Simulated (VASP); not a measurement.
Input of a VASP 6.6.1 run:

File INCAR:

```
SYSTEM = TaN
PREC = Accurate
ENCUT = 520
EDIFF = 1E-6
ISMEAR = 0
SIGMA = 0.15
LREAL = .FALSE.
LASPH = .TRUE.
NELM = 60
ALGO = Normal
ISIF = 2
LWAVE = .FALSE.
LCHARG = .FALSE.
GGA = PS
NBANDS = 24
```

File KPOINTS:

```
Automatic mesh
0
G
  14 14 10
  0 0 0
```

Contents of POSCAR:

```
TaN
1.0
    0.0000000000     -2.1874436362     -2.1874436362
    0.0000000000      2.1874436362     -2.1874436362
    4.3748872723      0.0000000000      0.0000000000
Ta N
2 2
Direct
    0.5237167902      0.4762832098      0.0000000000
   -0.0237167902      0.0237167902      0.5000000000
    0.4739421857      0.5260578143      0.5000000000
    0.0260578143     -0.0260578143      0.0000000000
```

Potentials or basis: VASP PAW PBE potentials, release 64 (Ta_pv, N).

Run with:

```sh
$ cat potpaw_PBE.64/Ta_pv/POTCAR potpaw_PBE.64/N/POTCAR > POTCAR
$ mpirun -np 1 vasp_std > vasp.out
```

(1) What does it give for the band gap on the k mesh?

(2) Estimate the pressure.

(3) Estimate the largest force.

## Answers

(1) zero (band 16 reaches 11.18 eV, above the bottom of band 17 at 7.47 eV).

(2) 1.2 GPa.

(3) 0.243 eV/Å.

Caveat: the cell differs from its parent crystal (mode 1 frozen in at +0.000 Å and mode 2 at -0.114 Å (largest displacements)); the PAW data sets were made with another functional, which shifts forces and pressure a little; spin-orbit coupling is left out, which moves the levels of the heavy elements.
